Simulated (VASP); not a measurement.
A run of VASP 6.6.1 is set up as follows.

File INCAR:

```
ALGO     = Normal         # electronic algorithm
EDIFF    = 1E-6           # SCF threshold, eV
ENCUT    = 600            # plane-wave cutoff, eV
GGA      = PS             # functional
GGA_COMPAT= F            
ISIF     = 2              # what is computed and relaxed
ISMEAR   = 0              # smearing method
LASPH    = T              # aspherical terms in the spheres
LCHARG   = T              # write CHGCAR
LELF     = T              # ELF
LREAL    = F              # projectors in reciprocal space
LVHAR    = T            
LWAVE    = F              # write WAVECAR
NBANDS   = 36             # bands
NELM     = 120            # most SCF steps
PREC     = Accurate       # precision mode
SIGMA    = 0.1            # smearing width, eV
```

File KPOINTS:

```
k-points
0
Gamma
  6 6 2
```

Contents of POSCAR:

```
SiC
1.0
    3.0766210100      0.0000000000      0.0000000000
   -1.5383105100      2.6644319500      0.0000000000
    0.0000000000      0.0000000000     15.0980843200
Si C
6 6
Direct
    0.3333333300      0.6666666700      0.8329861500
    0.6666666700      0.3333333300      0.3329861500
    0.6666666700      0.3333333300      0.6665006000
    0.3333333300      0.6666666700      0.1665006000
    0.0000000000      0.0000000000      0.4997294200
    0.0000000000      0.0000000000      0.9997294200
    0.0000000000      0.0000000000      0.8743664100
    0.0000000000      0.0000000000      0.3743664100
    0.3333333300      0.6666666700      0.7079967800
    0.6666666700      0.3333333300      0.2079967800
    0.6666666700      0.3333333300      0.5415216400
    0.3333333300      0.6666666700      0.0415216400
```

Potentials or basis: VASP PAW PBE potentials, release 64 (Si, C).

The run is started by

```bash
$ cat potpaw_PBE.64/Si/POTCAR potpaw_PBE.64/C/POTCAR > POTCAR
$ mpirun -np 1 vasp_std > vasp.out
```

Task: What does it give for the pressure?

Result: 0.7 GPa.

Task: What does it give for the band gap on the k mesh?

Result: 1.91 eV (least direct gap 3.01 eV).

Task: What does it give for the largest force?

Result: 0.007 eV/Å.

Stress tensor (GPa, compression positive):
```
0.78 0.00 0.00
0.00 0.78 0.00
0.00 0.00 0.52
```

Caveat: the PAW data sets were made with another functional, which shifts forces and pressure a little. A k mesh can miss the band edges.
